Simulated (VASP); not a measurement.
The system is AlN.

```
Al N
1.0
     1.43094    0.82615    3.76261
    -1.43094    0.82615    3.76261
     0.00000   -1.65230    3.76261
Al N
1 1
Direct
  0.99970 0.99970 0.99970
  0.33274 0.33274 0.33274
```

| Property | Result |
| --- | --- |
| Program | VASP 6.6.1 |
| Task | relaxation of cell and atoms |
| Functional | PBE |
| Dispersion | D3(BJ) |
| Potentials or basis | VASP PAW PBE potentials, release 64 (Al, N) |
| Cutoff | 600 eV |
| k mesh | 12 × 12 × 12 |
| Occupations | gaussian, width 0.1 eV |
| Spin | no spin polarisation |

At the start: pressure 47.2 GPa; volume 13.34 Å³/atom.

**Question.** How do energy, volume and symmetry change on relaxing?

**Answer.** Over 34 steps the energy falls by 1048.6 meV/atom and the volume is 10.43 Å³/atom (-21.9 %); space group F-43m (No. 216, to 0.05 Å).

Step by step:
```csv
step,energy change (eV),largest force (eV/Å),pressure (GPa),volume (Å³)
1,0.0000,0.0488,47.17,26.69
2,1.3014,0.1610,-28.88,43.86
3,-0.9538,0.0643,-5.84,32.41
4,-0.9713,0.0615,-2.46,31.80
5,-0.9725,0.0607,-1.22,31.59
6,-0.9722,0.0610,-1.83,31.69
7,-0.9830,0.0584,-1.90,31.23
8,-1.0184,0.0735,-2.05,29.84
9,-1.1035,0.2489,-1.97,27.06
10,-1.2966,1.4734,4.41,21.49
11,23.1337,85.8428,724.27,10.24
12,-1.1292,1.0236,5.32,21.28
13,-1.1338,1.0777,5.35,21.18
14,-1.1475,1.2430,5.56,20.87
15,-1.1731,1.5622,6.59,20.23
16,-1.1540,1.7888,13.32,18.92
17,-1.1779,1.7389,8.20,19.74
18,-1.2156,1.8462,8.07,19.61
19,-1.2835,1.6669,10.14,19.21
20,-1.3624,1.5030,9.09,19.38
21,-1.5230,0.3629,7.36,19.87
22,-0.9820,6.5458,17.56,20.89
23,-1.5329,0.0367,7.58,19.97
24,-1.6650,0.0411,4.66,20.30
25,-1.9386,0.3664,-3.24,21.28
26,-1.8004,2.1093,-15.73,23.11
27,-1.9916,1.0904,-7.74,21.94
28,-2.0755,0.3082,-5.38,21.48
29,-2.0936,0.1505,-2.81,21.17
30,-2.0937,0.1781,-2.60,21.15
31,-2.0965,0.1127,-0.82,20.95
32,-2.0970,0.0722,0.26,20.84
33,-2.0970,0.0701,0.31,20.84
34,-2.0971,0.0290,0.15,20.85
```

Final structure:
```xyz
2
Lattice="1.5454 0.8922 2.5204 -1.5454 0.8922 2.5204 0.0000 -1.7845 2.5204" Properties=species:S:1:pos:R:3 pbc="T T T"
Al    0.0000    0.0000    0.3102
N     0.0000    0.0000    2.2034
```

Caveat: the volume moved by over 15 % at a fixed basis, so the end points are rough; the relaxation stopped at a loose force limit of 0.05 eV/Å, so its end isn't a converged minimum.
